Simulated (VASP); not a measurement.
Set up this calculation in VASP 6.6.1, as the native input.

```yaml
Task: electric field gradients
Functional: PBE
Potentials_or_basis: VASP PAW PBE potentials, release 64 (Na_pv, Cl)
Cutoff: 400 eV
k_mesh: 8 × 8 × 8
Occupations: fermi-dirac, width 0.02 eV
Spin: no spin polarisation
Dipole_correction: no
Further_INCAR_settings: ALGO = Normal; EDIFF = 1e-08; NBANDS = 14
```

The structure of NaCl lies in POSCAR:

```
NaCl
1.0
    2.8016162709      0.0000000000      0.0000000000
    0.0000000000      2.8016162709      0.0000000000
    0.0000000000      0.0000000000      2.8016162709
Na Cl
1 1
Direct
    0.0000000000      0.0000000000      0.0000000000
    0.5000000000      0.5000000000      0.5000000000
```

This cell differs from its parent crystal: volume scaled by 0.94.

One way to write it, as run:

INCAR

```
SYSTEM = NaCl
ALGO = Normal ; EDIFF = 1E-8
ENCUT = 400 ; GGA = PE
GGA_COMPAT = .False. ; ISIF = 2
ISMEAR = -1 ; LASPH = .True.
LCHARG = .False. ; LEFG = .True.
LREAL = .False. ; LWAVE = .False.
NBANDS = 14 ; NELM = 120
PREC = Accurate ; SIGMA = 0.02
```

KPOINTS

```
k-points
0
Gamma
  8 8 8
  0 0 0
```

Potentials or basis: VASP PAW PBE potentials, release 64 (Na_pv, Cl).

The run is started by

```bash
$ cat potpaw_PBE.64/Na_pv/POTCAR potpaw_PBE.64/Cl/POTCAR > POTCAR
$ mpirun -np 1 vasp_std > vasp.out
```

Results of the run:

```json
{
  "Pressure": "82.4 GPa",
  "Band gap on the k mesh": "4.15 eV, direct"
}
```

Caveat: without QUAD_EFG the Cq values of the log hold for a quadrupole moment of 1 mb, not for the nuclei.

Run time: 8.2 s on 1 thread of Intel(R) Xeon(R) Platinum 8488C (Sapphire Rapids), with other jobs on the host, peak memory 0.11 GiB.
